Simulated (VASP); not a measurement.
# CoSi (P2_12_12_1) in VASP: single point with PBEsol

Aim: the single point of CoSi with PBEsol.

Program: VASP 6.6.1. These are calculated values, not measurements. Logs are shortened: lines on timing, memory, paths and dates and some standing lists are left out, and cuts for length are marked.

## (1) The cell of the first run

Symmetry: P2_12_12_1, No. 19, orthorhombic system. Conventional cell: a = 4.254 Å, b = 4.254 Å, c = 4.517 Å, α = 90.00°, β = 90.00°, γ = 90.00°. Within 3.0 Å of Co (site symmetry 1) lie 7 Si at 2.24 to 2.46 Å and 6 Co at 2.64 to 2.73 Å. Si (site symmetry 1) has 7 Co at 2.24 to 2.46 Å and 6 Si at 2.65 to 2.74 Å within 3.0 Å.

## (2) Single point, PBEsol (strain -0.030 along x and y, +0.030 along z)

INCAR reads:

```
SYSTEM = CoSi
PREC = Accurate
ENCUT = 520
EDIFF = 1E-6
ISMEAR = 0
SIGMA = 0.15
LREAL = .FALSE.
LASPH = .TRUE.
NELM = 80
ALGO = Normal
ISIF = 2
LWAVE = .FALSE.
LCHARG = .TRUE.
GGA = PS
LELF = .TRUE.
LVHAR = .TRUE.
NBANDS = 36
```

KPOINTS reads:

```
Automatic mesh
0
G
  10 10 10
  0 0 0
```

POSCAR reads:

```
CoSi
1.0
    4.2542507526      0.0000000000      0.0000000000
    0.0000000000      4.2542507526      0.0000000000
    0.0000000000      0.0000000000      4.5174002836
Co Si
4 4
Direct
    0.1456446764      0.1456446764      0.1456446764
    0.3543553236      0.8543553236      0.6456446764
    0.6456446764      0.3543553236      0.8543553236
    0.8543553236      0.6456446764      0.3543553236
    0.8433288500      0.8433288500      0.8433288500
    0.6566711500      0.1566711500      0.3433288500
    0.3433288500      0.6566711500      0.1566711500
    0.1566711500      0.3433288500      0.6566711500
```

Potentials or basis: VASP PAW PBE potentials, release 64 (Co, Si).

Started as:

```
$ cat potpaw_PBE.64/Co/POTCAR potpaw_PBE.64/Si/POTCAR > POTCAR
$ mpirun -np 1 vasp_std > vasp.out
```

OUTCAR:

```text
SYSTEM = CoSi
   PREC = Accurate
   ENCUT = 520
   EDIFF = 1E-6
   ISMEAR = 0
   LREAL = .FALSE.
   LASPH = .TRUE.
   NELM = 80
   ISIF = 2
   GGA = PS

 ion  position               nearest neighbor table
   1  0.146  0.146  0.146-   7 2.24   6 2.26   5 2.27   7 2.33   6 2.35   8 2.36   8 2.46   4 2.64
                             4 2.64   3 2.65   3 2.65   2 2.73   2 2.73
   2  0.354  0.854  0.646-   8 2.24   5 2.26   6 2.27   8 2.33   5 2.35   7 2.36   7 2.46   3 2.64
                             3 2.64   4 2.65   4 2.65   1 2.73   1 2.73
   3  0.646  0.354  0.854-   5 2.24   8 2.26   7 2.27   5 2.33   8 2.35   6 2.36   6 2.46   2 2.64
                             2 2.64   1 2.65   1 2.65   4 2.73   4 2.73
   4  0.854  0.646  0.354-   6 2.24   7 2.26   8 2.27   6 2.33   7 2.35   5 2.36   5 2.46   1 2.64
                             1 2.64   2 2.65   2 2.65   3 2.73   3 2.73
   5  0.843  0.843  0.843-   3 2.24   2 2.26   1 2.27   3 2.33   2 2.35   4 2.36   4 2.46   8 2.65
                             8 2.65   7 2.68   7 2.68   6 2.74   6 2.74
   6  0.657  0.157  0.343-   4 2.24   1 2.26   2 2.27   4 2.33   1 2.35   3 2.36   3 2.46   7 2.65
                             7 2.65   8 2.68   8 2.68   5 2.74   5 2.74
   7  0.343  0.657  0.157-   1 2.24   4 2.26   3 2.27   1 2.33   4 2.35   2 2.36   2 2.46   6 2.65
                             6 2.65   5 2.68   5 2.68   8 2.74   8 2.74
   8  0.157  0.343  0.657-   2 2.24   3 2.26   4 2.27   2 2.33   3 2.35   1 2.36   1 2.46   5 2.65
                             5 2.65   6 2.68   6 2.68   7 2.74   7 2.74

  LATTYP: Found a simple tetragonal cell.
 ALAT       =     4.2542507526
 C/A-ratio  =     1.0618556701

  Lattice vectors:

 A1 = (   4.2542507526,   0.0000000000,   0.0000000000)
 A2 = (   0.0000000000,   4.2542507526,   0.0000000000)
 A3 = (   0.0000000000,   0.0000000000,   4.5174002836)

Analysis of symmetry for initial positions (statically):
=====================================================================
 Subroutine PRICEL returns:
 Original cell was already a primitive cell.

 Routine SETGRP: Setting up the symmetry group for a
 simple tetragonal supercell.

 Subroutine GETGRP returns: Found  4 space group operations
 (whereof  1 operations were pure point group operations)
 out of a pool of 16 trial point group operations.

The static configuration has the point symmetry C_1 .
 The point group associated with its full space group is D_2 .

Analysis of symmetry for dynamics (positions and initial velocities):
=====================================================================
 Subroutine PRICEL returns:
 Original cell was already a primitive cell.

 Routine SETGRP: Setting up the symmetry group for a
 simple tetragonal supercell.

 Subroutine GETGRP returns: Found  4 space group operations
 (whereof  1 operations were pure point group operations)
 out of a pool of 16 trial point group operations.

The dynamic configuration has the point symmetry C_1 .
 The point group associated with its full space group is D_2 .

 Subroutine INISYM returns: Found  4 space group operations
 (whereof  1 operations are pure point group operations),
 and found     1 'primitive' translations

----------------------------------------------------------------------------------------

                                     Primitive cell

  volume of cell :      81.7588

  direct lattice vectors                    reciprocal lattice vectors
     4.254250753  0.000000000  0.000000000     0.235059017  0.000000000  0.000000000
     0.000000000  4.254250753  0.000000000     0.000000000  0.235059017  0.000000000
     0.000000000  0.000000000  4.517400284     0.000000000  0.000000000  0.221366259

  length of vectors
     4.254250753  4.254250753  4.517400284     0.235059017  0.235059017  0.221366259

  position of ions in fractional coordinates (direct lattice)
     0.145644676  0.145644676  0.145644676
     0.354355324  0.854355324  0.645644676
     0.645644676  0.354355324  0.854355324
     0.854355324  0.645644676  0.354355324
     0.843328850  0.843328850  0.843328850
     0.656671150  0.156671150  0.343328850
     0.343328850  0.656671150  0.156671150
     0.156671150  0.343328850  0.656671150

  ion indices of the primitive-cell ions
   primitive index   ion index
                 1           1
                 2           2
                 3           3
                 4           4
                 5           5
                 6           6
                 7           7
                 8           8

----------------------------------------------------------------------------------------

 KPOINTS: Automatic mesh

Automatic generation of k-mesh.
 Grid dimensions read from file:
 generate k-points for:   10   10   10

 Generating k-lattice:

  Cartesian coordinates                     Fractional coordinates (reciprocal lattice)
     0.023505902  0.000000000  0.000000000     0.100000000  0.000000000  0.000000000
     0.000000000  0.023505902  0.000000000     0.000000000  0.100000000  0.000000000
     0.000000000  0.000000000  0.022136626     0.000000000  0.000000000  0.100000000

  Length of vectors
     0.023505902  0.023505902  0.022136626

  Shift w.r.t. Gamma in fractional coordinates (k-lattice)
     0.000000000  0.000000000  0.000000000

 Subroutine IBZKPT returns following result:
 ===========================================

 Found    216 irreducible k-points:

 Following reciprocal coordinates:
            Coordinates               Weight
  0.000000  0.000000  0.000000      1.000000
  0.100000  0.000000  0.000000      2.000000
  0.000000  0.100000  0.000000      2.000000
  0.200000  0.000000  0.000000      2.000000
  0.000000  0.200000  0.000000      2.000000
  0.300000  0.000000  0.000000      2.000000
[... 16 lines left out ...]
 -0.200000  0.300000  0.000000      4.000000
  0.400000  0.200000  0.000000      4.000000
 [... further k-points ...]
   k-points           NKPTS =    216   k-points in BZ     NKDIM =    216   number of bands    NBANDS=     36
   number of dos      NEDOS =    301   number of ions     NIONS =      8
   total plane-waves  NPLWV =  36864
   dimension x,y,z NGX =    32 NGY =   32 NGZ =   36
   dimension x,y,z NGXF=    64 NGYF=   64 NGZF=   72
   ions per type =               4   4
   NGX,Y,Z   is equivalent  to a cutoff of  12.50, 12.50, 13.25 a.u.
   NGXF,Y,Z  is equivalent  to a cutoff of  25.01, 25.01, 26.50 a.u.
 SYSTEM =  CoSi
   PREC   = accura    normal or accurate (medium, high low for compatibility)
   ISTART =      0    job   : 0-new  1-cont  2-samecut
   ICHARG =      2    charge: 1-file 2-atom 10-const
   ISPIN  =      1    spin polarized calculation?
   LNONCOLLINEAR =      F non collinear calculations
   LSORBIT =      F    spin-orbit coupling
   LASPH  =      T    aspherical Exc in radial PAW
   ENCUT  =  520.0 eV  38.22 Ry    6.18 a.u.   7.91  7.91  8.40*2*pi/ulx,y,z
   NELM   =     80;   NELMIN=  2; NELMDL= -5     # of ELM steps
   EDIFF  = 0.1E-05   stopping-criterion for ELM
   LREAL  =      F    real-space projection
   EDIFFG = 0.1E-04   stopping-criterion for IOM
   NSW    =      0    number of steps for IOM
   IBRION =     -1    ionic relax: 0-MD 1-quasi-New 2-CG
   NFREE  =      0    steps in history (QN), initial steepest desc. (CG)
   ISIF   =      2    stress and relaxation
   ISYM   =      2    0-nonsym 1-usesym 2-fastsym
   POTIM  = 0.5000    time-step for ionic-motion
   TEBEG  =    0.0;   TEEND  =   0.0 temperature during run
   PSTRESS=    0.0 pullay stress
   NELECT =      52.0000    total number of electrons
   NUPDOWN=      -1.0000    fix difference up-down
   EMIN   =  10.00;   EMAX   =-10.00  energy-range for DOS
   EFERMI =   0.00;   METHOD = LEGACY
   ISMEAR =     0;   SIGMA  =   0.15  broadening in eV -4-tet -1-fermi 0-gaus
   EFERMI_NEDOS =   21; number of points for ismear=-14 and -15
   IALGO  =     38    algorithm
   IMIX   =      4    mixing-type and parameters
     AMIX     =   0.40;   BMIX     =  1.00
     AMIX_MAG =   1.60;   BMIX_MAG =  1.00
  volume/ion in A,a.u.               =      10.22        68.97
  Fermi-wavevector in a.u.,A,eV,Ry     =   1.407876  2.660500 26.968304  1.982114
  Thomas-Fermi vector in A             =   2.530091
   LORBIT       =      0    0 simple, 1 ext, 2 COOP (PROOUT), +10 PAW based schemes
   GGA     = PS    functional components
   LHFCALC =     F    Hartree Fock is set to
   AEXX    =    0.0000 exact exchange contribution
   IVDW    =     0    specifies the selected vdW correction
   LEPSILON=     F    determine dielectric tensor
   LRPA    =     F    only Hartree local field effects (RPA)
 non-spin polarized calculation
 Gauss-broadening in eV      SIGMA  =   0.15
  energy-cutoff  :      520.00
  volume of cell :       81.76
 maximum number of plane-waves:      2224
   NGX = 15   NGY = 15   NGZ = 17

 number of electron      52.0000029 magnetization

 Free energy of the ion-electron system (eV)
  ---------------------------------------------------
  ext. energy  EPLUGINS =         0.00000000
  ---------------------------------------------------
  free energy    TOTEN  =       -59.59474443 eV

  energy without entropy =      -59.57918554  energy(sigma->0) =      -59.58696499

 E-fermi :  13.0024     XC(G=0): -13.2883

 val. band max:       13.0022906265   @ k =  -0.4000   0.5000   0.4000
 cond. band min:      13.0193762992   @ k =   0.5000   0.4000   0.4000
 fundamental gap:      0.0170856727
 Fermi energy:        13.0024173339

 k-point     1 :       0.0000    0.0000    0.0000
  band No.  band energies     occupation
      1      -1.2218      2.00000
      2       4.2405      2.00000
      3       4.4253      2.00000
      4       4.7788      2.00000
      5       7.0600      2.00000
      6       7.2224      2.00000
[... 28 lines left out ...]
     35      16.8467      0.00000
     36      18.1096      0.00000
[... 866 lines left out ...]
      6       6.9058      2.00000
[... 28 lines left out ...]
     35      17.8830      0.00000
     36      19.8643      0.00000

 [... further k-points ...]

------------------------ aborting loop because EDIFF is reached ----------------------------------------

  FORCE on cell =-STRESS in cart. coord.  units (eV):
  Direction    XX          YY          ZZ          XY          YZ          ZX
  --------------------------------------------------------------------------------------
  -------------------------------------------------------------------------------------
  Total        7.4376579      7.7428799     -0.5886181      0.0000000      0.0000000      0.0000000
  in kB      145.7511668    151.7324111    -11.5347844      0.0000000      0.0000000      0.0000000
  external PRESSURE =      95.3162645 kB  Pullay stress =       0.0000000 kB

 VOLUME and BASIS-vectors are now :
 -----------------------------------------------------------------------------
  energy-cutoff  :      520.00
  volume of cell :       81.76
      direct lattice vectors                 reciprocal lattice vectors
     4.254250753  0.000000000  0.000000000     0.235059017  0.000000000  0.000000000
     0.000000000  4.254250753  0.000000000     0.000000000  0.235059017  0.000000000
     0.000000000  0.000000000  4.517400284     0.000000000  0.000000000  0.221366259

 POSITION                                       TOTAL-FORCE (eV/Angst)
 -----------------------------------------------------------------------------------
      0.61961      0.61961      0.65794         0.072129      0.074543     -0.064947
      1.50752      3.63464      2.91664        -0.072129     -0.074543     -0.064947
      2.74673      1.50752      3.85946         0.072129     -0.074543      0.064947
      3.63464      2.74673      1.60076        -0.072129      0.074543      0.064947
      3.58773      3.58773      3.80965         0.136855      0.061610     -0.039623
      2.79364      0.66652      1.55095        -0.136855     -0.061610     -0.039623
      1.46061      2.79364      0.70775         0.136855     -0.061610      0.039623
      0.66652      1.46061      2.96645        -0.136855      0.061610      0.039623
 -----------------------------------------------------------------------------------
    total drift:                                0.000000      0.000000      0.000000

  FREE ENERGIE OF THE ION-ELECTRON SYSTEM (eV)
  ---------------------------------------------------
  free  energy   TOTEN  =       -59.5947444332 eV

  energy  without entropy=      -59.5791855400  energy(sigma->0) =      -59.58696499
```

It took 10 min on 1 thread of Intel Xeon 8259CL, shared host; peak memory 0.54 GiB.

What came out:

```
Free energy            : -59.5947 eV
Pressure               : 9.5 GPa
Largest force          : 0.155 eV/Å
Band gap on the k mesh : zero (bands 26 and 27 overlap by 0.25 eV)
```

Forces in eV/Å, atoms in the order of the input:
```
Co   0.072  0.075 -0.065
Co  -0.072 -0.075 -0.065
Co   0.072 -0.075  0.065
Co  -0.072  0.075  0.065
Si   0.137  0.062 -0.040
Si  -0.137 -0.062 -0.040
Si   0.137 -0.062  0.040
Si  -0.137  0.062  0.040
```

Levels at points of the mesh, in eV from the Fermi level:
```csv
k point,band 23,band 24,band 25,band 26,band 27,band 28,band 29,band 30
"(0.00, 0.00, 0.00)",-0.88,-0.84,-0.07,-0.06,-0.01,2.73,2.80,2.80
"(0.50, 0.00, 0.00)",-0.78,-0.78,-0.58,-0.58,1.17,1.17,1.47,1.47
"(0.00, 0.50, 0.00)",-0.79,-0.79,-0.58,-0.58,0.86,0.86,1.78,1.78
"(0.50, 0.50, 0.00)",-1.28,-1.28,-0.10,-0.10,0.48,0.48,2.07,2.07
"(0.00, 0.00, 0.50)",-0.66,-0.66,-0.52,-0.52,1.10,1.10,1.82,1.82
"(0.50, 0.00, 0.50)",-1.06,-1.06,-0.08,-0.08,0.73,0.73,2.29,2.29
"(0.00, 0.50, 0.50)",-1.06,-1.06,-0.05,-0.05,0.68,0.68,2.35,2.35
"(0.50, 0.50, 0.50)",-1.35,-1.35,-0.28,-0.28,-0.28,-0.28,5.46,5.46
```

Caveat: the cell differs from its parent crystal (strain -0.030 along x and y, +0.030 along z); the cell stands under pressure; the PAW data sets were made with another functional, which shifts forces and pressure a little; the run has no spin polarisation, though such a crystal can be magnetic.
